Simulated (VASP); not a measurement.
# C (P6_3/mmc) in VASP: a series of runs

The runs below take C through single point, with PBE.

All numbers are computed with VASP 6.6.1; they aren't measurements. Logs are shortened: lines on timing, memory, paths and dates and some standing lists are left out, and cuts for length are marked.

### Step 1. The cell of the first run

It takes space group P6_3/mmc (No. 194, hexagonal). The conventional cell has a = 2.106 Å, b = 2.106 Å, c = 3.529 Å, α = 90.00°, β = 90.00°, γ = 120.00°. Within 2.8 Å of C (site symmetry -6m2) lie 12 C at 2.11 to 2.14 Å.

### Step 2. Single point, PBE

File INCAR:

```
  PREC = Accurate
  ENCUT = 520
  EDIFF = 1E-6
  ISMEAR = 0
  SIGMA = 0.1
  LREAL = F
  LASPH = T
  NELM = 80
  ALGO = Normal
  ISIF = 2
  LWAVE = F
  LCHARG = F
  GGA = PE
  NBANDS = 11
```

File KPOINTS:

```
regular mesh
0
Gamma
  9 9 4
```

File POSCAR:

```
C
1.0
    2.1060709983      0.0000000000      0.0000000000
   -1.0530354991      1.8239109867      0.0000000000
    0.0000000000      0.0000000000      3.5288929165
C
2
Direct
    0.3333333333      0.6666666667      0.2500000000
    0.6666666667      0.3333333333      0.7500000000
```

Potentials or basis: VASP PAW PBE potentials, release 64 (C).

Launch:

```bash
$ cat potpaw_PBE.64/C/POTCAR > POTCAR
$ mpirun -np 1 vasp_std > vasp.out
```

OUTCAR:

```text
PREC = Accurate
   ENCUT = 520
   EDIFF = 1E-6
   ISMEAR = 0
   LREAL = F
   LASPH = T
   NELM = 80
   ISIF = 2
   GGA = PE

 ion  position               nearest neighbor table
   1  0.333  0.667  0.250-
   2  0.667  0.333  0.750-

  LATTYP: Found a hexagonal cell.
 ALAT       =     2.1060709983
 C/A-ratio  =     1.6755811743

  Lattice vectors:

 A1 = (   2.1060709983,   0.0000000000,   0.0000000000)
 A2 = (  -1.0530354991,   1.8239109867,   0.0000000000)
 A3 = (   0.0000000000,   0.0000000000,   3.5288929165)

Analysis of symmetry for initial positions (statically):
=====================================================================
 Subroutine PRICEL returns:
 Original cell was already a primitive cell.

 Routine SETGRP: Setting up the symmetry group for a
 hexagonal supercell.

 Subroutine GETGRP returns: Found 24 space group operations
 (whereof 12 operations were pure point group operations)
 out of a pool of 24 trial point group operations.

The static configuration has the point symmetry D_3d.
 The point group associated with its full space group is D_6h.

Analysis of symmetry for dynamics (positions and initial velocities):
=====================================================================
 Subroutine PRICEL returns:
 Original cell was already a primitive cell.

 Routine SETGRP: Setting up the symmetry group for a
 hexagonal supercell.

 Subroutine GETGRP returns: Found 24 space group operations
 (whereof 12 operations were pure point group operations)
 out of a pool of 24 trial point group operations.

The dynamic configuration has the point symmetry D_3d.
 The point group associated with its full space group is D_6h.

 Subroutine INISYM returns: Found 24 space group operations
 (whereof 12 operations are pure point group operations),
 and found     1 'primitive' translations

----------------------------------------------------------------------------------------

                                     Primitive cell

  volume of cell :      13.5555

  direct lattice vectors                    reciprocal lattice vectors
     2.106070998  0.000000000  0.000000000     0.474817801  0.274136185  0.000000000
    -1.053035499  1.823910987  0.000000000     0.000000000  0.548272370  0.000000000
     0.000000000  0.000000000  3.528892916     0.000000000  0.000000000  0.283374991

  length of vectors
     2.106070998  2.106070998  3.528892916     0.548272370  0.548272370  0.283374991

  position of ions in fractional coordinates (direct lattice)
     0.333333333  0.666666667  0.250000000
     0.666666667  0.333333333  0.750000000

  ion indices of the primitive-cell ions
   primitive index   ion index
                 1           1
                 2           2

----------------------------------------------------------------------------------------

 KPOINTS: regular mesh

Automatic generation of k-mesh.
 Grid dimensions read from file:
 generate k-points for:    9    9    4

 Generating k-lattice:

  Cartesian coordinates                     Fractional coordinates (reciprocal lattice)
     0.052757533  0.030459576  0.000000000     0.111111111 -0.000000000  0.000000000
     0.000000000  0.060919152  0.000000000     0.000000000  0.111111111  0.000000000
     0.000000000  0.000000000  0.070843748     0.000000000  0.000000000  0.250000000

  Length of vectors
     0.060919152  0.060919152  0.070843748

  Shift w.r.t. Gamma in fractional coordinates (k-lattice)
     0.000000000  0.000000000  0.000000000

 Subroutine IBZKPT returns following result:
 ===========================================

 Found     36 irreducible k-points:

 Following reciprocal coordinates:
            Coordinates               Weight
  0.000000  0.000000  0.000000      1.000000
  0.111111  0.000000  0.000000      6.000000
  0.222222  0.000000  0.000000      6.000000
  0.333333 -0.000000  0.000000      6.000000
  0.444444  0.000000  0.000000      6.000000
  0.111111  0.111111  0.000000      6.000000
[... 16 lines left out ...]
  0.333333  0.222222  0.250000     24.000000
  0.333333  0.333333  0.250000      4.000000
 [... further k-points ...]
   k-points           NKPTS =     36   k-points in BZ     NKDIM =     36   number of bands    NBANDS=     11
   number of dos      NEDOS =    301   number of ions     NIONS =      2
   total plane-waves  NPLWV =   7168
   dimension x,y,z NGX =    16 NGY =   16 NGZ =   28
   dimension x,y,z NGXF=    32 NGYF=   32 NGZF=   56
   ions per type =               2
   NGX,Y,Z   is equivalent  to a cutoff of  12.63, 12.63, 13.19 a.u.
   NGXF,Y,Z  is equivalent  to a cutoff of  25.26, 25.26, 26.38 a.u.
 SYSTEM =  unknown system
   PREC   = accura    normal or accurate (medium, high low for compatibility)
   ISTART =      0    job   : 0-new  1-cont  2-samecut
   ICHARG =      2    charge: 1-file 2-atom 10-const
   ISPIN  =      1    spin polarized calculation?
   LNONCOLLINEAR =      F non collinear calculations
   LSORBIT =      F    spin-orbit coupling
   LASPH  =      T    aspherical Exc in radial PAW
   ENCUT  =  520.0 eV  38.22 Ry    6.18 a.u.   3.92  3.92  6.56*2*pi/ulx,y,z
   NELM   =     80;   NELMIN=  2; NELMDL= -5     # of ELM steps
   EDIFF  = 0.1E-05   stopping-criterion for ELM
   LREAL  =      F    real-space projection
   EDIFFG = 0.1E-04   stopping-criterion for IOM
   NSW    =      0    number of steps for IOM
   IBRION =     -1    ionic relax: 0-MD 1-quasi-New 2-CG
   NFREE  =      0    steps in history (QN), initial steepest desc. (CG)
   ISIF   =      2    stress and relaxation
   ISYM   =      2    0-nonsym 1-usesym 2-fastsym
   POTIM  = 0.5000    time-step for ionic-motion
   TEBEG  =    0.0;   TEEND  =   0.0 temperature during run
   PSTRESS=    0.0 pullay stress
   NELECT =       8.0000    total number of electrons
   NUPDOWN=      -1.0000    fix difference up-down
   EMIN   =  10.00;   EMAX   =-10.00  energy-range for DOS
   EFERMI =   0.00;   METHOD = LEGACY
   ISMEAR =     0;   SIGMA  =   0.10  broadening in eV -4-tet -1-fermi 0-gaus
   EFERMI_NEDOS =   21; number of points for ismear=-14 and -15
   IALGO  =     38    algorithm
   IMIX   =      4    mixing-type and parameters
     AMIX     =   0.40;   BMIX     =  1.00
     AMIX_MAG =   1.60;   BMIX_MAG =  1.00
  volume/ion in A,a.u.               =       6.78        45.74
  Fermi-wavevector in a.u.,A,eV,Ry     =   1.373198  2.594968 25.656130  1.885672
  Thomas-Fermi vector in A             =   2.498736
   LORBIT       =      0    0 simple, 1 ext, 2 COOP (PROOUT), +10 PAW based schemes
   GGA     = PE    functional components
   LHFCALC =     F    Hartree Fock is set to
   AEXX    =    0.0000 exact exchange contribution
   IVDW    =     0    specifies the selected vdW correction
   LEPSILON=     F    determine dielectric tensor
   LRPA    =     F    only Hartree local field effects (RPA)
 non-spin polarized calculation
 Gauss-broadening in eV      SIGMA  =   0.10
  energy-cutoff  :      520.00
  volume of cell :       13.56
 maximum number of plane-waves:       373
 NGX is ok and might be reduce to    16
   NGX =  7   NGY =  7   NGZ = 13

 number of electron       8.0000000 magnetization

 Free energy of the ion-electron system (eV)
  ---------------------------------------------------
  ext. energy  EPLUGINS =         0.00000000
  ---------------------------------------------------
  free energy    TOTEN  =        -9.55720943 eV

  energy without entropy =       -9.55500164  energy(sigma->0) =       -9.55610553

 E-fermi :   8.8175     XC(G=0): -13.0617

 val. band max:        8.7224147874   @ k =   0.2222   0.2222   0.5000
 cond. band min:       8.8845584235   @ k =   0.3333   0.2222   0.0000
 fundamental gap:      0.1621436361
 Fermi energy:         8.8175058298

 k-point     1 :       0.0000    0.0000    0.0000
  band No.  band energies     occupation
      1     -11.1372      2.00000
      2      -1.5694      2.00000
      3      -0.8874      2.00000
      4      15.6496      0.00000
      5      15.6496      0.00000
      6      16.8077      0.00000
      7      17.3406      0.00000
      8      17.3406      0.00000
      9      34.7063      0.00000
     10      37.6849      0.00000
     11      38.6454      0.00000

 k-point     2 :       0.1111    0.0000    0.0000
  band No.  band energies     occupation
      1     -10.6698      2.00000
      2      -1.1758      2.00000
      3      -0.4073      2.00000
      4      13.8485      0.00000
      5      14.8583      0.00000
      6      16.5509      0.00000
      7      16.6318      0.00000
      8      17.2257      0.00000
      9      33.4017      0.00000
     10      35.3008      0.00000
     11      37.9490      0.00000

 k-point     3 :       0.2222    0.0000    0.0000
  band No.  band energies     occupation
      1      -9.2723      2.00000
      2      -0.0030      2.00000
      3       1.0078      2.00000
      4       9.6911      0.00000
      5      13.3804      0.00000
      6      14.2981      0.00000
      7      15.8564      0.00000
      8      16.6348      0.00000
      9      29.3958      0.00000
     10      32.3325      0.00000
     11      35.5819      0.00000

 k-point     4 :       0.3333   -0.0000    0.0000
  band No.  band energies     occupation
      1      -6.9627      2.00000
      2       1.9184      2.00000
      3       3.2510      2.00000
      4       4.8553      2.00000
      5      11.1494      0.00000
      6      12.0954      0.00000
      7      13.9488      0.00000
      8      15.8749      0.00000
      9      26.6640      0.00000
     10      28.3981      0.00000
     11      35.4915      0.00000
[... 239 lines left out ...]
 k-point    22 :       0.2222    0.2222    0.2500
  band No.  band energies     occupation
      1      -4.9797      2.00000
      2      -0.2198      2.00000
      3       5.9002      2.00000
      4       7.2063      2.00000
      5       8.2520      2.00000
      6       9.8200      0.00000
      7      11.6087      0.00000
      8      14.5818      0.00000
      9      27.2749      0.00000
     10      31.7737      0.00000
     11      33.3258      0.00000

 k-point    23 :       0.3333    0.2222    0.2500
  band No.  band energies     occupation
      1      -1.8637      2.00000
      2       2.0199      2.00000
      3       2.7424      2.00000
      4       5.8388      2.00000
      5       6.3354      2.00000
      6       9.4161      0.00000
      7      11.2208      0.00000
      8      13.5467      0.00000
      9      25.4541      0.00000
     10      32.6384      0.00000
     11      33.5415      0.00000

 k-point    24 :       0.3333    0.3333    0.2500
  band No.  band energies     occupation
      1       1.2133      2.00000
      2       1.2133      2.00000
      3       2.6650      2.00000
      4       5.5031      2.00000
      5       5.5031      2.00000
      6       6.8300      2.00000
      7      12.4868      0.00000
      8      12.4868      0.00000
      9      24.5756      0.00000
     10      34.4451      0.00000
     11      34.5312      0.00000

 [... further k-points ...]
[... 5 lines left out ...]
  --------------------------------------------------------------------------------------
  -------------------------------------------------------------------------------------
  Total        0.0101129      0.0101129      0.0065595      0.0000000      0.0000000      0.0000000
  in kB        1.1952820      1.1952820      0.7752962      0.0000000      0.0000000      0.0000000
  external PRESSURE =       1.0552868 kB  Pullay stress =       0.0000000 kB

 VOLUME and BASIS-vectors are now :
 -----------------------------------------------------------------------------
  energy-cutoff  :      520.00
  volume of cell :       13.56
      direct lattice vectors                 reciprocal lattice vectors
     2.106070998  0.000000000  0.000000000     0.474817801  0.274136185  0.000000000
    -1.053035499  1.823910987  0.000000000     0.000000000  0.548272370  0.000000000
     0.000000000  0.000000000  3.528892916     0.000000000  0.000000000  0.283374991

 POSITION                                       TOTAL-FORCE (eV/Angst)
 -----------------------------------------------------------------------------------
     -0.00000      1.21594      0.88222        -0.000000     -0.000000      0.000000
      1.05304      0.60797      2.64667         0.000000      0.000000      0.000000
 -----------------------------------------------------------------------------------
    total drift:                                0.000000     -0.000000      0.000000

  FREE ENERGIE OF THE ION-ELECTRON SYSTEM (eV)
  ---------------------------------------------------
  free  energy   TOTEN  =        -9.5572094270 eV

  energy  without entropy=       -9.5550016355  energy(sigma->0) =       -9.55610553
```

It took 2.3 s on 1 thread of Intel Xeon Platinum 8488C (Sapphire Rapids), shared host; peak memory 0.11 GiB.

What came out:

| Item | Value |
| --- | --- |
| Free energy | -9.5572 eV |
| Pressure | 0.1 GPa |
| Band gap on the k mesh | zero (band 4 reaches 15.65 eV, above the bottom of band 5 at 4.41 eV) |

Caveat: the k points lie up to 0.45 Å⁻¹ apart.

### Step 3. Single point, PBE

This run uses another cell than the first one, of 7.03 Å³/atom, 1.037 times its volume.

File INCAR:

```
PREC     = Accurate       # precision mode
ENCUT    = 520            # plane-wave cutoff, eV
EDIFF    = 1E-6           # SCF threshold, eV
ISMEAR   = 0              # smearing method
SIGMA    = 0.1            # smearing width, eV
LREAL    = F              # projectors in reciprocal space
LASPH    = T              # aspherical terms in the spheres
NELM     = 80             # most SCF steps
ALGO     = Normal         # electronic algorithm
ISIF     = 2              # what is computed and relaxed
LWAVE    = F              # write WAVECAR
LCHARG   = F              # write CHGCAR
GGA      = PE             # functional
NBANDS   = 11             # bands
```

File KPOINTS:

```
Automatic mesh
0
Gamma
  9 9 6
```

File POSCAR:

```
C
1.0
    2.0978852306      0.0000000000      0.0000000000
   -1.0489426153      1.8168219039      0.0000000000
    0.0000000000      0.0000000000      3.6876766962
C
2
Direct
    0.3333333333      0.6666666667      0.2500000000
    0.6666666667      0.3333333333      0.7500000000
```

Potentials or basis: VASP PAW PBE potentials, release 64 (C).

Launch:

```bash
$ cat potpaw_PBE.64/C/POTCAR > POTCAR
$ mpirun -np 1 vasp_std > vasp.out
```

Run time: 2.8 s. Hardware: 1 thread of Intel Xeon Platinum 8488C (Sapphire Rapids), shared host; peak memory 0.11 GiB.

Results (log left out):

| Quantity | Value |
| --- | --- |
| Free energy | -9.5241 eV |
| Pressure | 0.2 GPa |
| Band gap on the k mesh | zero (band 4 reaches 15.19 eV, above the bottom of band 5 at 4.09 eV) |

Levels at points of the mesh, in eV from the Fermi level:
```
           k point  band 1  band 2  band 3  band 4  band 5  band 6  band 7  band 8
(0.00, 0.00, 0.00)  -19.21  -10.91   -9.27    7.13    7.53    7.53    8.88    8.88
(0.00, 0.00, 0.50)  -16.91  -16.91    0.11    0.11    8.20    8.20    8.20    8.20
```

Caveat: the k points lie up to 0.38 Å⁻¹ apart.
